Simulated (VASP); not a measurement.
# Ni in VASP: a series of runs

Runs on Ni. Level: PBE. Tasks: single point.

Everything below comes from runs of VASP 6.6.1. Logs are shortened: lines on timing, memory, paths and dates and some standing lists are left out, and cuts for length are marked.

## 1. The cell of the first run

The structure is trigonal, space group R-3m (No. 166). The conventional cell has a = 2.433 Å, b = 2.433 Å, c = 6.259 Å, α = 90.00°, β = 90.00°, γ = 120.00°. Ni (site symmetry -3m) has 12 Ni at 2.43 to 2.52 Å within 3.2 Å.

## 2. Single point, PBE, collinear spin, ferromagnetic start

Input file INCAR:

```
PREC = Accurate
ENCUT = 520
EDIFF = 1E-6
ISMEAR = 0
SIGMA = 0.1
LREAL = F
LASPH = T
NELM = 150
ALGO = Fast
ISIF = 2
LWAVE = F
LCHARG = F
ISPIN = 2
MAGMOM = 0.75 0.75 0.75
LORBIT = 11
LMAXMIX = 4
GGA = PE
NBANDS = 26
```

Input file KPOINTS:

```
Automatic mesh
0
Gamma
  9 9 16
```

Input file POSCAR:

```
Ni
1.0
    4.2142065406      0.0000000000      0.0000000000
   -2.1071032703      3.6496099209      0.0000000000
   -1.4047355135      0.0000000000      2.0864898823
Ni
3
Direct
    0.3333333333      0.6666666667      0.0000000000
    0.0000000000      0.0000000000      0.0000000000
    0.6666666667      0.3333333333      0.0000000000
```

Potentials or basis: VASP PAW PBE potentials, release 64 (Ni).

Run with:

```sh
$ cat potpaw_PBE.64/Ni/POTCAR > POTCAR
$ mpirun -np 1 vasp_std > vasp.out
```

OUTCAR:

```text
PREC = Accurate
   ENCUT = 520
   EDIFF = 1E-6
   ISMEAR = 0
   LREAL = F
   LASPH = T
   NELM = 150
   ISIF = 2
   ISPIN = 2
   LORBIT = 11
   GGA = PE

 ion  position               nearest neighbor table
   1  0.333  0.667  0.000-   3 2.43   2 2.43   3 2.43   2 2.43   2 2.43   3 2.43   2 2.52   2 2.52
                             3 2.52   3 2.52
   2  0.000  0.000  0.000-   1 2.43   3 2.43   1 2.43   3 2.43   3 2.43   1 2.43   1 2.52   3 2.52
                             3 2.52   1 2.52
   3  0.667  0.333  0.000-   1 2.43   2 2.43   1 2.43   2 2.43   2 2.43   1 2.43   2 2.52   2 2.52
                             1 2.52   1 2.52

  LATTYP: Found a base centered monoclinic cell.
 ALAT       =     4.2142065406
 B/A-ratio  =     1.7320508075
 C/A-ratio  =     0.5968614853
 COS(beta)  =    -0.5584768686

  Lattice vectors:

 A1 = (   2.1071032703,  -3.6496099209,   0.0000000000)
 A2 = (   2.1071032703,   3.6496099209,   0.0000000000)
 A3 = (  -1.4047355135,   0.0000000000,   2.0864898823)

Analysis of symmetry for initial positions (statically):
=====================================================================
 Subroutine PRICEL returns following result:

  LATTYP: Found a trigonal (rhomboedric) cell.
 ALAT       =     2.5152975752
 COS(alpha) =     0.5321553809
[... 12 lines left out ...]
 Subroutine GETGRP returns: Found  4 space group operations
 (whereof  4 operations were pure point group operations)
 out of a pool of  4 trial point group operations.

The static configuration has the point symmetry C_2h.

Analysis of symmetry for dynamics (positions and initial velocities):
=====================================================================
 Subroutine PRICEL returns following result:

  LATTYP: Found a trigonal (rhomboedric) cell.
 ALAT       =     2.5152975752
 COS(alpha) =     0.5321553809
[... 12 lines left out ...]
 Subroutine GETGRP returns: Found  4 space group operations
 (whereof  4 operations were pure point group operations)
 out of a pool of  4 trial point group operations.

The dynamic configuration has the point symmetry C_2h.

Analysis of structural, dynamic, and magnetic symmetry:
=====================================================================
 Subroutine PRICEL returns following result:

  LATTYP: Found a trigonal (rhomboedric) cell.
 ALAT       =     2.5152975752
 COS(alpha) =     0.5321553809
[... 12 lines left out ...]
 Subroutine GETGRP returns: Found  4 space group operations
 (whereof  4 operations were pure point group operations)
 out of a pool of  4 trial point group operations.

The overall configuration has the point symmetry C_2h.

 Subroutine INISYM returns: Found  4 space group operations
 (whereof  4 operations are pure point group operations),
 and found     3 'primitive' translations
[... 115 lines left out ...]
  Fermi-wavevector in a.u.,A,eV,Ry     =   1.600746  3.024971 34.863398  2.562387
  Thomas-Fermi vector in A             =   2.697833
   LORBIT       =     11    0 simple, 1 ext, 2 COOP (PROOUT), +10 PAW based schemes
   GGA     = PE    functional components
   LHFCALC =     F    Hartree Fock is set to
   AEXX    =    0.0000 exact exchange contribution
   IVDW    =     0    specifies the selected vdW correction
   LEPSILON=     F    determine dielectric tensor
   LRPA    =     F    only Hartree local field effects (RPA)
 spin polarized calculation
 RMM-DIIS sequential band-by-band and
 Gauss-broadening in eV      SIGMA  =   0.10
  energy-cutoff  :      520.00
  volume of cell :       32.09
 maximum number of plane-waves:       879
   NGX = 15   NGY = 15   NGZ =  9

 number of electron      29.9999995 magnetization       1.8479089

 Free energy of the ion-electron system (eV)
  ---------------------------------------------------
  ext. energy  EPLUGINS =         0.00000000
  ---------------------------------------------------
  free energy    TOTEN  =       -16.37190027 eV

  energy without entropy =      -16.34549389  energy(sigma->0) =      -16.35869708

 E-fermi :   9.6163     XC(G=0): -13.3537

 val. band max:        9.6158438711   @ k =  -0.4444  -0.4444   0.1875
 cond. band min:       9.6170450643   @ k =   0.0000   0.1111   0.4375
 fundamental gap:      0.0012011932
 Fermi energy:         9.6163083388

 spin component 1

 k-point     1 :       0.0000    0.0000    0.0000
  band No.  band energies     occupation
      1       0.4919      1.00000
      2       5.9673      1.00000
      3       5.9673      1.00000
      4       6.1610      1.00000
      5       6.1610      1.00000
      6       6.9270      1.00000
[... 685 lines left out ...]
     25      28.3224      0.00000
     26      29.6425      0.00000

 [... further k-points ...]

 spin component 2

 k-point     1 :       0.0000    0.0000    0.0000
  band No.  band energies     occupation
      1       0.4576      1.00000
      2       6.4905      1.00000
      3       6.4905      1.00000
      4       6.5578      1.00000
      5       6.5578      1.00000
      6       7.5247      1.00000
[... 685 lines left out ...]
     25      28.3791      0.00000
     26      29.7984      0.00000

 [... further k-points ...]
[... 5 lines left out ...]
  --------------------------------------------------------------------------------------
  -------------------------------------------------------------------------------------
  Total        1.7756654      1.7831764     -1.0009052      0.0000000      0.0000000      0.0064527
  in kB       88.6529470     89.0279452    -49.9717976      0.0000000      0.0000000      0.3221603
  external PRESSURE =      42.5696982 kB  Pullay stress =       0.0000000 kB

 VOLUME and BASIS-vectors are now :
 -----------------------------------------------------------------------------
  energy-cutoff  :      520.00
  volume of cell :       32.09
      direct lattice vectors                 reciprocal lattice vectors
     4.214206541  0.000000000  0.000000000     0.237292594  0.137000943  0.159757944
    -2.107103270  3.649609921  0.000000000     0.000000000  0.274001886  0.000000000
    -1.404735513  0.000000000  2.086489882     0.000000000  0.000000000  0.479273831

 POSITION                                       TOTAL-FORCE (eV/Angst)
 -----------------------------------------------------------------------------------
     -0.00000      2.43307      0.00000        -0.000000     -0.000000      0.000000
      0.00000      0.00000      0.00000         0.000000     -0.000000      0.000000
      2.10710      1.21654      0.00000         0.000000      0.000000     -0.000000
 -----------------------------------------------------------------------------------
    total drift:                                0.000000      0.000000     -0.000000

  FREE ENERGIE OF THE ION-ELECTRON SYSTEM (eV)
  ---------------------------------------------------
  free  energy   TOTEN  =       -16.3719002666 eV

  energy  without entropy=      -16.3454938890  energy(sigma->0) =      -16.35869708

 total charge

# of ion       s       p       d       tot
------------------------------------------
    1        0.506   0.513   8.325   9.344
    2        0.506   0.513   8.325   9.344
    3        0.506   0.513   8.325   9.344
--------------------------------------------------
tot          1.518   1.540  24.976  28.033

 magnetization (x)

# of ion       s       p       d       tot
------------------------------------------
    1       -0.006  -0.025   0.658   0.626
    2       -0.006  -0.025   0.658   0.626
    3       -0.006  -0.025   0.658   0.626
--------------------------------------------------
tot         -0.019  -0.076   1.974   1.878
```

OSZICAR:

```text
N       E                     dE             d eps       ncg     rms          rms(c)
DAV:   1     0.171363849448E+03    0.17136E+03   -0.12825E+04 40288   0.162E+03
DAV:   2    -0.921749303463E+01   -0.18058E+03   -0.16731E+03 38096   0.288E+02
DAV:   3    -0.192745251612E+02   -0.10057E+02   -0.95320E+01 40864   0.859E+01
DAV:   4    -0.194366773367E+02   -0.16215E+00   -0.16196E+00 42872   0.105E+01
DAV:   5    -0.194420157739E+02   -0.53384E-02   -0.53379E-02 42906   0.170E+00    0.175E+01
RMM:   6    -0.173049148725E+02    0.21371E+01   -0.14878E+01 43735   0.412E+01    0.110E+01
RMM:   7    -0.164386098768E+02    0.86630E+00   -0.24845E+00 43083   0.176E+01    0.381E+00
RMM:   8    -0.163788035436E+02    0.59806E-01   -0.45159E-02 50220   0.155E+00    0.160E+00
RMM:   9    -0.163733792417E+02    0.54243E-02   -0.60369E-03 49177   0.641E-01    0.387E-01
RMM:  10    -0.163719434421E+02    0.14358E-02   -0.12379E-03 47524   0.345E-01    0.879E-02
RMM:  11    -0.163718891089E+02    0.54333E-04   -0.44519E-04 54075   0.129E-01    0.431E-02
RMM:  12    -0.163718978166E+02   -0.87077E-05   -0.74907E-05 54245   0.505E-02    0.264E-02
RMM:  13    -0.163719003352E+02   -0.25186E-05   -0.98695E-06 45129   0.229E-02    0.660E-03
RMM:  14    -0.163719002666E+02    0.68610E-07   -0.25112E-06 27619   0.134E-02
   1 F= -.16371900E+02 E0= -.16358697E+02  d E =-.264064E-01  mag=     1.8479
```

Wall time 7.8 min (1 thread of Oxide Virtual Turin-like, shared host); peak memory 0.45 GiB.

Results:

```yaml
Free_energy: -16.3719 eV
Pressure: 4.3 GPa
Net_moment: 1.85 μB per cell
Site_moments: Ni +0.63 μB
Valence_electrons_inside_the_program's_atomic_spheres: Ni 9.34
```

Stress tensor (GPa, compression positive):
```
 8.87  0.00  0.03
 0.00  8.90  0.00
 0.03  0.00 -5.00
```

Caveat: the cell stands under pressure.

## 3. Single point, PBE, collinear spin, ferromagnetic start

This run uses another cell than the first one, of 10.55 Å³/atom.

Input file INCAR:

```
PREC     = Accurate       # precision mode
ENCUT    = 520            # plane-wave cutoff, eV
EDIFF    = 1E-6           # SCF threshold, eV
ISMEAR   = 0              # smearing method
SIGMA    = 0.1            # smearing width, eV
LREAL    = False          # projectors in reciprocal space
LASPH    = True           # aspherical terms in the spheres
NELM     = 150            # most SCF steps
ALGO     = Fast           # electronic algorithm
ISIF     = 2              # what is computed and relaxed
LWAVE    = False          # write WAVECAR
LCHARG   = False          # write CHGCAR
ISPIN    = 2              # spin polarisation
MAGMOM   = 0.75 0.75 0.75 # initial moments
LORBIT   = 11             # projections on sites
LMAXMIX  = 4              # l up to which the mixer works
GGA      = PE             # functional
NBANDS   = 26             # bands
```

KPOINTS is that of step 2.

Input file POSCAR:

```
Ni
1.0
    4.2142064666      0.0000000000      0.0007898880
   -2.1071032333      3.6496099209     -0.0003949440
   -1.4043444085      0.0000000000      2.0576329484
Ni
3
Direct
    0.3333333333      0.6666666667      0.0000000000
    0.0000000000      0.0000000000      0.0000000000
    0.6666666667      0.3333333333      0.0000000000
```

Potentials or basis: VASP PAW PBE potentials, release 64 (Ni).

Run with:

```sh
$ cat potpaw_PBE.64/Ni/POTCAR > POTCAR
$ mpirun -np 1 vasp_std > vasp.out
```

OUTCAR:

```text
PREC = Accurate
   ENCUT = 520
   EDIFF = 1E-6
   ISMEAR = 0
   LREAL = False
   LASPH = True
   NELM = 150
   ISIF = 2
   ISPIN = 2
   LORBIT = 11
   GGA = PE

 ion  position               nearest neighbor table
   1  0.333  0.667  0.000-   3 2.43   2 2.43   3 2.43   2 2.43   2 2.43   3 2.43   2 2.49   3 2.49
                             2 2.49   3 2.49
   2  0.000  0.000  0.000-   1 2.43   3 2.43   1 2.43   3 2.43   3 2.43   1 2.43   1 2.49   3 2.49
                             3 2.49   1 2.49
   3  0.667  0.333  0.000-   1 2.43   2 2.43   1 2.43   2 2.43   2 2.43   1 2.43   2 2.49   1 2.49
                             2 2.49   1 2.49
[... 9 lines left out ...]
 A1 = (   2.1071032333,  -3.6496099209,   0.0003949440)
 A2 = (   2.1071032333,   3.6496099209,   0.0003949440)
 A3 = (  -1.4043444085,   0.0000000000,   2.0576329484)

Analysis of symmetry for initial positions (statically):
=====================================================================
 Subroutine PRICEL returns following result:

  LATTYP: Found a base centered monoclinic cell.
 ALAT       =     4.2142065400
 B/A-ratio  =     0.5773502693
 C/A-ratio  =     0.5911413627
 COS(beta)  =    -0.5635690974
[... 12 lines left out ...]
 Subroutine GETGRP returns: Found  4 space group operations
 (whereof  4 operations were pure point group operations)
 out of a pool of  4 trial point group operations.

The static configuration has the point symmetry C_2h.

Analysis of symmetry for dynamics (positions and initial velocities):
=====================================================================
 Subroutine PRICEL returns following result:

  LATTYP: Found a base centered monoclinic cell.
 ALAT       =     4.2142065400
 B/A-ratio  =     0.5773502693
 C/A-ratio  =     0.5911413627
 COS(beta)  =    -0.5635690974
[... 12 lines left out ...]
 Subroutine GETGRP returns: Found  4 space group operations
 (whereof  4 operations were pure point group operations)
 out of a pool of  4 trial point group operations.

The dynamic configuration has the point symmetry C_2h.

Analysis of structural, dynamic, and magnetic symmetry:
[... 164 lines left out ...]
  ---------------------------------------------------
  ext. energy  EPLUGINS =         0.00000000
  ---------------------------------------------------
  free energy    TOTEN  =       -16.37903454 eV

  energy without entropy =      -16.35330384  energy(sigma->0) =      -16.36616919

 E-fermi :   9.8188     XC(G=0): -13.4368

 val. band max:        9.8174732541   @ k =   0.1111  -0.0000   0.0625
 cond. band min:       9.8203292237   @ k =  -0.0000   0.2222   0.2500
 fundamental gap:      0.0028559696
 Fermi energy:         9.8187877773

 spin component 1

 k-point     1 :       0.0000    0.0000    0.0000
  band No.  band energies     occupation
      1       0.5938      1.00000
      2       6.0781      1.00000
      3       6.0781      1.00000
      4       6.2888      1.00000
      5       6.2888      1.00000
      6       7.1011      1.00000
[... 685 lines left out ...]
     25      28.5753      0.00000
     26      30.0949      0.00000

 [... further k-points ...]

 spin component 2

 k-point     1 :       0.0000    0.0000    0.0000
  band No.  band energies     occupation
      1       0.5605      1.00000
      2       6.6024      1.00000
      3       6.6024      1.00000
      4       6.6736      1.00000
      5       6.6736      1.00000
      6       7.6951      1.00000
[... 685 lines left out ...]
     25      28.6332      0.00000
     26      30.2522      0.00000

 [... further k-points ...]
[... 5 lines left out ...]
  --------------------------------------------------------------------------------------
  -------------------------------------------------------------------------------------
  Total        2.0704597      2.0742703      0.0050297      0.0000000      0.0000000      0.0044034
  in kB      104.8073266    105.0002205      0.2546046      0.0000000      0.0000000      0.2229019
  external PRESSURE =      70.0207172 kB  Pullay stress =       0.0000000 kB

 VOLUME and BASIS-vectors are now :
 -----------------------------------------------------------------------------
  energy-cutoff  :      520.00
  volume of cell :       31.65
      direct lattice vectors                 reciprocal lattice vectors
     4.214206467  0.000000000  0.000789888     0.237262246  0.137000943  0.161932627
    -2.107103233  3.649609921 -0.000394944     0.000000000  0.274001886  0.000000000
    -1.404344409  0.000000000  2.057632948    -0.000091081  0.000000000  0.485933165

 POSITION                                       TOTAL-FORCE (eV/Angst)
 -----------------------------------------------------------------------------------
     -0.00000      2.43307     -0.00000         0.000000      0.000000      0.000000
      0.00000      0.00000      0.00000        -0.000000     -0.000000     -0.000000
      2.10710      1.21654      0.00039         0.000000     -0.000000     -0.000000
 -----------------------------------------------------------------------------------
    total drift:                                0.000000      0.000000     -0.000000

  FREE ENERGIE OF THE ION-ELECTRON SYSTEM (eV)
  ---------------------------------------------------
  free  energy   TOTEN  =       -16.3790345425 eV

  energy  without entropy=      -16.3533038424  energy(sigma->0) =      -16.36616919

 total charge

# of ion       s       p       d       tot
------------------------------------------
    1        0.511   0.526   8.331   9.368
    2        0.511   0.526   8.331   9.368
    3        0.511   0.526   8.331   9.368
--------------------------------------------------
tot          1.534   1.577  24.994  28.105

 magnetization (x)

# of ion       s       p       d       tot
------------------------------------------
    1       -0.006  -0.025   0.653   0.621
    2       -0.006  -0.025   0.653   0.621
    3       -0.006  -0.025   0.653   0.621
--------------------------------------------------
tot         -0.019  -0.076   1.960   1.864
```

Wall time 6.9 min (1 thread of Oxide Virtual Turin-like, shared host); peak memory 0.44 GiB.

Results:

| Item | Value |
| --- | --- |
| Free energy | -16.3790 eV |
| Pressure | 7.0 GPa |
| Net moment | 1.84 μB per cell |
| Site moments | Ni +0.62 μB |
| Valence electrons inside the program's atomic spheres | Ni 9.37 |

Stress tensor (GPa, compression positive):
```
10.48  0.00  0.02
 0.00 10.50  0.00
 0.02  0.00  0.03
```

Caveat: the cell stands under pressure.
